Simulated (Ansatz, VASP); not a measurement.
## GaSi2S2: VASP beside Ansatz

INCAR

```
SYSTEM = GaSi2S2
ALGO     = Normal         ! electronic algorithm
EDIFF    = 1E-6           ! SCF threshold, eV
ENCUT    = 500            ! plane-wave cutoff, eV
GGA      = PE             ! functional
GGA_COMPAT= .False.      
ISIF     = 2              ! what is computed and relaxed
ISMEAR   = 0              ! smearing method
LASPH    = .True.         ! aspherical terms in the spheres
LCHARG   = .False.        ! write CHGCAR
LREAL    = .False.        ! projectors in reciprocal space
LWAVE    = .False.        ! write WAVECAR
NBANDS   = 44             ! bands
NELM     = 120            ! most SCF steps
PREC     = Accurate       ! precision mode
SIGMA    = 0.1            ! smearing width, eV
```

File KPOINTS:

```
k-points
0
Gamma
  6 6 1
  0 0 0
```

File POSCAR:

```
GaSi2S2
1.0
    3.5999900506      0.0000000000      0.0000000000
   -1.7999950253      3.1176828372      0.0000000000
    0.0000000000      0.0000000000     22.9401790329
Ga Si S
2 4 4
Direct
    0.6666666667      0.3333333333      0.8748441527
    0.3333333333      0.6666666667      0.1251558473
    0.3333333333      0.6666666667      0.0199026847
    0.6666666667      0.3333333333      0.9800973153
    0.3333333333      0.6666666667      0.3518224355
    0.6666666667      0.3333333333      0.6481775645
    0.3333333333      0.6666666667      0.8272068629
    0.6666666667      0.3333333333      0.1727931371
    0.6666666667      0.3333333333      0.4062901554
    0.3333333333      0.6666666667      0.5937098446
```

Input for Ansatz:

```yaml
crystal:
  lattice:
    - [3.5999900506, 0.0, 0.0]
    - [-1.7999950253, 3.1176828372, 0.0]
    - [0.0, 0.0, 22.9401790329]
  atoms:
    - { symbol: Ga, position: [0.6666666667, 0.3333333333, 0.8748441527] }
    - { symbol: Ga, position: [0.3333333333, 0.6666666667, 0.1251558473] }
    - { symbol: Si, position: [0.3333333333, 0.6666666667, 0.0199026847] }
    - { symbol: Si, position: [0.6666666667, 0.3333333333, 0.9800973153] }
    - { symbol: Si, position: [0.3333333333, 0.6666666667, 0.3518224355] }
    - { symbol: Si, position: [0.6666666667, 0.3333333333, 0.6481775645] }
    - { symbol: S, position: [0.3333333333, 0.6666666667, 0.8272068629] }
    - { symbol: S, position: [0.6666666667, 0.3333333333, 0.1727931371] }
    - { symbol: S, position: [0.6666666667, 0.3333333333, 0.4062901554] }
    - { symbol: S, position: [0.3333333333, 0.6666666667, 0.5937098446] }
basis:
  ecutwfc: 420
kpoints:
  mp_grid: { grid: [6, 6, 1] }
hamiltonian:
  xc: pbe
scf:
  occupations: { method: gaussian, width: 0.1 }
  lower_state_search: "off"
output:
  forces: true
  stress: true
  eigenvalues: true
```

Alike in both runs: task single point; functional PBE; k mesh 6 × 6 × 1; occupations gaussian, width 0.1 eV; no spin polarisation.

|  | VASP | Ansatz |
| --- | --- | --- |
| version | VASP 6.6.1 | Ansatz 0.2.0 |
| potentials or method | VASP PAW PBE potentials, release 64 (Ga_d, Si, S), cutoff 500 eV | scalar-relativistic, plane waves, PAW |
| valence electrons in the cell | 66 | 66 |

Ansatz gave:

```
gap on the k mesh at the Fermi level (eV)                     : 0.67
least direct gap on the mesh (eV)                             : 0.85
pressure (GPa)                                                : 0.0
traceless stress, the component that is largest in VASP (GPa) : -0.09
rms of the force components (eV/Å)                            : 0.009
```

What did VASP give for the same quantities?

gap on the k mesh at the Fermi level (eV): 0.66; least direct gap on the mesh (eV): 0.84; pressure (GPa): 0.0; traceless stress, the component that is largest in VASP (GPa): -0.08; rms of the force components (eV/Å): 0.016.

Atom by atom the forces differ by 0.009 eV/Å (rms over components). The functional is the same, so the differences come from potentials, cutoffs and numerics.
